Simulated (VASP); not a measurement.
# Co (P6/mmm) in VASP: relaxation of cell and atoms with PBE

Aim: the relaxation of cell and atoms of Co with PBE.

Everything below comes from runs of VASP 6.6.1. Logs are shortened: lines on timing, memory, paths and dates and some standing lists are left out, and cuts for length are marked.

## (1) The cell of the first run

The structure is hexagonal, space group P6/mmm (No. 191). The conventional cell has a = 2.250 Å, b = 2.250 Å, c = 2.130 Å, α = 90.00°, β = 90.00°, γ = 120.00°. Within 2.8 Å of Co (site symmetry 6/mmm) lie 8 Co at 2.13 to 2.25 Å.

This isn't the form of Co at room conditions, which is hcp.

## (2) Relaxation of cell and atoms, PBE, collinear spin, ferromagnetic start, target pressure 67 GPa, at which the enthalpy is minimised

Input file INCAR:

```
SYSTEM = Co
  ALGO = Normal
  EDIFF = 1E-6
  EDIFFG = -0.005
  ENCUT = 600
  GGA = PE
  IBRION = 2
  ISIF = 3
  ISMEAR = -1
  ISPIN = 2
  LASPH = .TRUE.
  LCHARG = .FALSE.
  LMAXMIX = 4
  LORBIT = 11
  LREAL = .FALSE.
  LWAVE = .FALSE.
  MAGMOM = 1.7
  NELM = 150
  NSW = 32
  PREC = Accurate
  PSTRESS = 670.0
  SIGMA = 0.05
```

Input file KPOINTS:

```
k-points
0
G
  20 20 18
  0 0 0
```

Input file POSCAR:

```
Co
1.0
    2.2502487347      0.0000000000      0.0000000000
   -1.1251243674      1.9487725691      0.0000000000
    0.0000000000      0.0000000000      2.1296405145
Co
1
Direct
    0.0000000000      0.0000000000      0.0000000000
```

Potentials or basis: VASP PAW PBE potentials, release 64 (Co).

Run with:

```
> cat potpaw_PBE.64/Co/POTCAR > POTCAR
> mpirun -np 1 vasp_std > vasp.out
```

OUTCAR:

```text
SYSTEM = Co
   EDIFF = 1E-6
   EDIFFG = -0.005
   ENCUT = 600
   GGA = PE
   IBRION = 2
   ISIF = 3
   ISMEAR = -1
   ISPIN = 2
   LASPH = .TRUE.
   LORBIT = 11
   LREAL = .FALSE.
   NELM = 150
   NSW = 32
   PREC = Accurate
   PSTRESS = 670.0

 ion  position               nearest neighbor table
   1  0.000  0.000  0.000-

  LATTYP: Found a hexagonal cell.
 ALAT       =     2.2502487347
 C/A-ratio  =     0.9464022717

  Lattice vectors:

 A1 = (   2.2502487347,   0.0000000000,   0.0000000000)
 A2 = (  -1.1251243674,   1.9487725691,   0.0000000000)
 A3 = (   0.0000000000,   0.0000000000,   2.1296405145)

Analysis of symmetry for initial positions (statically):
=====================================================================
 Subroutine PRICEL returns:
 Original cell was already a primitive cell.

 Routine SETGRP: Setting up the symmetry group for a
 hexagonal supercell.

 Subroutine GETGRP returns: Found 24 space group operations
 (whereof 24 operations were pure point group operations)
 out of a pool of 24 trial point group operations.

The static configuration has the point symmetry D_6h.

Analysis of symmetry for dynamics (positions and initial velocities):
=====================================================================
 Subroutine PRICEL returns:
 Original cell was already a primitive cell.

 Routine SETGRP: Setting up the symmetry group for a
 hexagonal supercell.

 Subroutine GETGRP returns: Found 24 space group operations
 (whereof 24 operations were pure point group operations)
 out of a pool of 24 trial point group operations.

The dynamic configuration has the point symmetry D_6h.

Analysis of structural, dynamic, and magnetic symmetry:
=====================================================================
 Subroutine PRICEL returns:
 Original cell was already a primitive cell.

 Routine SETGRP: Setting up the symmetry group for a
 hexagonal supercell.

 Subroutine GETGRP returns: Found 24 space group operations
 (whereof 24 operations were pure point group operations)
 out of a pool of 24 trial point group operations.

The overall configuration has the point symmetry D_6h.

 Subroutine INISYM returns: Found 24 space group operations
 (whereof 24 operations are pure point group operations),
 and found     1 'primitive' translations

----------------------------------------------------------------------------------------

                                     Primitive cell

  volume of cell :       9.3389

  direct lattice vectors                    reciprocal lattice vectors
     2.250248735  0.000000000  0.000000000     0.444395317  0.256571756  0.000000000
    -1.125124367  1.948772569  0.000000000     0.000000000  0.513143512  0.000000000
     0.000000000  0.000000000  2.129640515     0.000000000  0.000000000  0.469562817

  length of vectors
     2.250248735  2.250248735  2.129640515     0.513143512  0.513143512  0.469562817

  position of ions in fractional coordinates (direct lattice)
     0.000000000  0.000000000  0.000000000

  ion indices of the primitive-cell ions
   primitive index   ion index
                 1           1

----------------------------------------------------------------------------------------

 KPOINTS: k-points

Automatic generation of k-mesh.
 Grid dimensions read from file:
 generate k-points for:   20   20   18

 Generating k-lattice:

  Cartesian coordinates                     Fractional coordinates (reciprocal lattice)
     0.022219766  0.012828588  0.000000000     0.050000000  0.000000000  0.000000000
     0.000000000  0.025657176  0.000000000     0.000000000  0.050000000  0.000000000
     0.000000000  0.000000000  0.026086823     0.000000000  0.000000000  0.055555556

  Length of vectors
     0.025657176  0.025657176  0.026086823

  Shift w.r.t. Gamma in fractional coordinates (k-lattice)
     0.000000000  0.000000000  0.000000000

 Subroutine IBZKPT returns following result:
 ===========================================

 Found    440 irreducible k-points:

 Following reciprocal coordinates:
            Coordinates               Weight
  0.000000  0.000000  0.000000      1.000000
  0.050000 -0.000000  0.000000      6.000000
  0.100000 -0.000000  0.000000      6.000000
  0.150000  0.000000  0.000000      6.000000
  0.200000 -0.000000  0.000000      6.000000
  0.250000  0.000000  0.000000      6.000000
[... 16 lines left out ...]
  0.200000  0.100000  0.000000     12.000000
  0.250000  0.100000  0.000000     12.000000
 [... further k-points ...]
   k-points           NKPTS =    440   k-points in BZ     NKDIM =    440   number of bands    NBANDS=      9
   number of dos      NEDOS =    301   number of ions     NIONS =      1
   total plane-waves  NPLWV =   5832
   dimension x,y,z NGX =    18 NGY =   18 NGZ =   18
   dimension x,y,z NGXF=    36 NGYF=   36 NGZF=   36
   ions per type =               1
   NGX,Y,Z   is equivalent  to a cutoff of  13.30, 13.30, 14.05 a.u.
   NGXF,Y,Z  is equivalent  to a cutoff of  26.60, 26.60, 28.10 a.u.
 SYSTEM =  Co
   PREC   = accura    normal or accurate (medium, high low for compatibility)
   ISTART =      0    job   : 0-new  1-cont  2-samecut
   ICHARG =      2    charge: 1-file 2-atom 10-const
   ISPIN  =      2    spin polarized calculation?
   LNONCOLLINEAR =      F non collinear calculations
   LSORBIT =      F    spin-orbit coupling
   LASPH  =      T    aspherical Exc in radial PAW
   ENCUT  =  600.0 eV  44.10 Ry    6.64 a.u.   4.49  4.49  4.25*2*pi/ulx,y,z
   NELM   =    150;   NELMIN=  2; NELMDL= -5     # of ELM steps
   EDIFF  = 0.1E-05   stopping-criterion for ELM
   LREAL  =      F    real-space projection
   EDIFFG = -.5E-02   stopping-criterion for IOM
   NSW    =     32    number of steps for IOM
   IBRION =      2    ionic relax: 0-MD 1-quasi-New 2-CG
   NFREE  =      1    steps in history (QN), initial steepest desc. (CG)
   ISIF   =      3    stress and relaxation
   ISYM   =      2    0-nonsym 1-usesym 2-fastsym
   POTIM  = 0.5000    time-step for ionic-motion
   TEBEG  =    0.0;   TEEND  =   0.0 temperature during run
   PSTRESS=  670.0 pullay stress
   NELECT =       9.0000    total number of electrons
   NUPDOWN=      -1.0000    fix difference up-down
   EMIN   =  10.00;   EMAX   =-10.00  energy-range for DOS
   EFERMI =   0.00;   METHOD = LEGACY
   ISMEAR =    -1;   SIGMA  =   0.05  broadening in eV -4-tet -1-fermi 0-gaus
   EFERMI_NEDOS =   21; number of points for ismear=-14 and -15
   IALGO  =     38    algorithm
   IMIX   =      4    mixing-type and parameters
     AMIX     =   0.40;   BMIX     =  1.00
     AMIX_MAG =   1.60;   BMIX_MAG =  1.00
  volume/ion in A,a.u.               =       9.34        63.02
  Fermi-wavevector in a.u.,A,eV,Ry     =   1.617048  3.055778 35.577131  2.614845
  Thomas-Fermi vector in A             =   2.711536
   LORBIT       =     11    0 simple, 1 ext, 2 COOP (PROOUT), +10 PAW based schemes
   GGA     = PE    functional components
   LHFCALC =     F    Hartree Fock is set to
   AEXX    =    0.0000 exact exchange contribution
   IVDW    =     0    specifies the selected vdW correction
   LEPSILON=     F    determine dielectric tensor
   LRPA    =     F    only Hartree local field effects (RPA)
 conjugate gradient relaxation of ions
 spin polarized calculation
  energy-cutoff  :      600.00
  volume of cell :        9.34
 maximum number of plane-waves:       332
 NGX is ok and might be reduce to    18
   NGX =  9   NGY =  9   NGZ =  9

--------------------------------------- Ionic step        1  -------------------------------------------

 number of electron       9.0000004 magnetization       1.1081572

 Free energy of the ion-electron system (eV)
  ---------------------------------------------------
  ext. energy  EPLUGINS =         0.00000000
  ---------------------------------------------------
  free energy    TOTEN  =        -6.11060109 eV

  energy without entropy =       -6.09904549  energy(sigma->0) =       -6.10482329

------------------------ aborting loop because EDIFF is reached ----------------------------------------

  FORCE on cell =-STRESS in cart. coord.  units (eV):
  Direction    XX          YY          ZZ          XY          YZ          ZX
  --------------------------------------------------------------------------------------
  -------------------------------------------------------------------------------------
  Total        3.7910164      3.7910164      3.7175231     -0.0000000      0.0000000      0.0000000
  in kB      650.3816194    650.3816194    637.7732118     -0.0000000      0.0000000      0.0000000
  external PRESSURE =     -23.8211832 kB  Pullay stress =     670.0000000 kB
[... 170 lines left out ...]
  enthalpy is  TOTEN    =        -2.2056481960 eV   P V=        3.8838424937

--------------------------------------- Ionic step        6  -------------------------------------------

 number of electron       9.0000004 magnetization       1.1030756

 Free energy of the ion-electron system (eV)
  ---------------------------------------------------
  ext. energy  EPLUGINS =         0.00000000
  ---------------------------------------------------
  free energy    TOTEN  =        -6.08937867 eV

  energy without entropy =       -6.07786254  energy(sigma->0) =       -6.08362061

 E-fermi :  12.8637     XC(G=0): -14.2848

 val. band max:       12.8628187164   @ k =   0.2500   0.1000   0.5000
 cond. band min:      12.8648613331   @ k =   0.2500   0.0500   0.0000
 fundamental gap:      0.0020426167
 Fermi energy:        12.8636999800

 spin component 1

 k-point     1 :       0.0000    0.0000    0.0000
  band No.  band energies     occupation
      1       2.8640      1.00000
      2       7.6513      1.00000
      3      10.1228      1.00000
      4      10.1228      1.00000
      5      12.6981      0.96481
      6      12.6981      0.96481
      7      35.5563      0.00000
      8      37.2361      0.00000
      9      41.8818      0.00000
[... 265 lines left out ...]
 k-point    24 :       0.2500    0.1000    0.0000
  band No.  band energies     occupation
      1       6.3396      1.00000
      2       8.2845      1.00000
      3       9.3057      1.00000
      4      11.5546      1.00000
      5      12.4025      0.99990
      6      12.4152      0.99987
      7      26.7329      0.00000
      8      31.6528      0.00000
      9      40.9894      0.00000

 [... further k-points ...]

 spin component 2

 k-point     1 :       0.0000    0.0000    0.0000
  band No.  band energies     occupation
      1       2.9966      1.00000
      2       8.3021      1.00000
      3      11.0675      1.00000
      4      11.0675      1.00000
      5      14.3207      0.00000
      6      14.3207      0.00000
      7      35.8872      0.00000
      8      37.1742      0.00000
      9      42.0473      0.00000
[... 265 lines left out ...]
 k-point    24 :       0.2500    0.1000    0.0000
  band No.  band energies     occupation
      1       6.5817      1.00000
      2       9.0022      1.00000
      3       9.9877      1.00000
      4      13.0778      0.01361
      5      13.3973      0.00002
      6      14.0031      0.00000
      7      27.1248      0.00000
      8      31.9787      0.00000
      9      41.4003      0.00000

 [... further k-points ...]
[... 5 lines left out ...]
  --------------------------------------------------------------------------------------
  -------------------------------------------------------------------------------------
  Total        3.8865427      3.8865427      3.8868249     -0.0000000      0.0000000      0.0000000
  in kB      670.4850343    670.4850343    670.5337122     -0.0000000      0.0000000      0.0000000
  external PRESSURE =       0.5012603 kB  Pullay stress =     670.0000000 kB
[... 16 lines left out ...]
  FREE ENERGIE OF THE ION-ELECTRON SYSTEM (eV)
  ---------------------------------------------------
  free  energy   TOTEN  =        -6.0893786723 eV

  energy  without entropy=       -6.0778625439  energy(sigma->0) =       -6.08362061

  enthalpy is  TOTEN    =        -2.2056475294 eV   P V=        3.8837311428

 reached required accuracy - stopping structural energy minimisation

 total charge

# of ion       s       p       d       tot
------------------------------------------
    1        0.596   0.652   7.502   8.749

 magnetization (x)

# of ion       s       p       d       tot
------------------------------------------
    1        0.006  -0.001   1.087   1.093
```

Run time: 2 min. Hardware: 1 thread of Intel Xeon Platinum 8488C (Sapphire Rapids), shared host; peak memory 0.2 GiB.

What came out:

- Free energy: -6.0894 eV
- Relaxed volume: 9.29 Å³/atom
- Relaxed cell: a = 2.248 Å, b = 2.248 Å, c = 2.123 Å, α = 90.00°, β = 90.00°, γ = 120.00°
- Space group after relaxing (to 0.1 Å): P6/mmm (No. 191)
- Energy change on relaxing (the run minimises the enthalpy): +21.2 meV/atom
- Ionic steps: 6
- Pressure after relaxing: 67.1 GPa
- Net moment: 1.10 μB per cell
- Site moments: Co +1.09 μB
- Valence electrons inside the program's atomic spheres: Co 8.75

Step by step:
```
step  energy change (eV)  largest force (eV/Å)  pressure (GPa)  volume (Å³)
   1              0.0000                0.0000           64.62         9.34
   2              0.0805                0.0000           73.88         9.15
   3              0.0209                0.0000           67.10         9.29
   4              0.0205                0.0000           66.68         9.29
   5              0.0211                0.0000           67.13         9.29
   6              0.0212                0.0000           67.05         9.29
```

Final structure:
```
Co
1.0
     2.24768    0.00000    0.00000
    -1.12384    1.94655    0.00000
     0.00000    0.00000    2.12268
Co
1
Direct
  0.00000 0.00000 0.00000
```

Levels at points of the mesh, in eV from the Fermi level:
Spin up:
| k point | band 2 | band 3 | band 4 | band 5 | band 6 | band 7 | band 8 | band 9 |
| --- | --- | --- | --- | --- | --- | --- | --- | --- |
| (0.00, 0.00, 0.00) | -5.21 | -2.74 | -2.74 | -0.17 | -0.17 | 22.69 | 24.37 | 29.02 |
| (0.50, 0.00, 0.00) | -4.34 | -1.83 | -0.64 | -0.50 | 0.33 | 7.57 | 19.27 | 26.50 |
| (0.00, 0.00, 0.50) | -2.27 | -2.27 | -2.03 | -1.83 | -1.83 | 6.11 | 30.10 | 33.10 |
| (0.50, 0.00, 0.50) | -4.65 | -2.57 | 0.47 | 1.18 | 7.59 | 7.81 | 14.63 | 17.98 |
Spin down:
```csv
k point,band 2,band 3,band 4,band 5,band 6,band 7
"(0.00, 0.00, 0.00)",-4.56,-1.80,-1.80,1.46,1.46,23.02
"(0.50, 0.00, 0.00)",-3.67,-0.55,-0.34,1.10,1.42,8.22
"(0.00, 0.00, 0.50)",-1.93,-1.29,-1.29,-0.32,-0.32,6.75
"(0.50, 0.00, 0.50)",-3.87,-1.14,1.57,2.07,7.77,7.99
```

Caveat: the cell is relaxed towards a set pressure, so the run minimises the enthalpy, not the energy.
